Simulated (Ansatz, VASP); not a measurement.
One calculation of Hf3Cd, two programs

```
Hf Cd
1.0
     0.00000    3.50797    3.50797
     3.50797    0.00000    3.50797
     3.50797    3.50797    0.00000
Hf Cd
3 1
Cartesian
  1.7540 1.7540 1.7540
  5.2619 5.2619 5.2619
  3.5080 3.5080 3.5080
  0.0000 0.0000 0.0000
```

Change from the starting cell: species swapped into the Rb3Cd type (Fm-3m, No. 225).

Alike in both runs: functional PBE; k mesh 4 × 4 × 4; occupations gaussian, width 0.1 eV; no spin polarisation.

Ansatz relaxed the structure, and its values are those at the end. VASP's run is a single point on that final structure, the one shown.

|  | VASP | Ansatz |
| --- | --- | --- |
| version | VASP 6.6.1 | Ansatz 0.2.0 |
| potentials or method | VASP PAW PBE potentials, release 64 (Hf_pv, Cd), cutoff 520 eV | scalar-relativistic, plane waves, PAW |
| valence electrons in the cell | 42 | 98 |

```tsv
	VASP	Ansatz	Ansatz less VASP
gap on the k mesh at the Fermi level (eV)	none	none	-
pressure (GPa)	-0.3	0.0	+0.22
```

A gap of «none» marks a metal or a gap that the smearing closes. With one functional, cell and mesh, what is left measures potentials, basis and numerics. VASP's potentials hold 42 valence electrons a cell and Ansatz's 98, so a difference there can come from the potentials and not from the codes.

The k mesh is coarse, so the values compare programs but aren't converged. Neither program's run includes spin-orbit coupling.
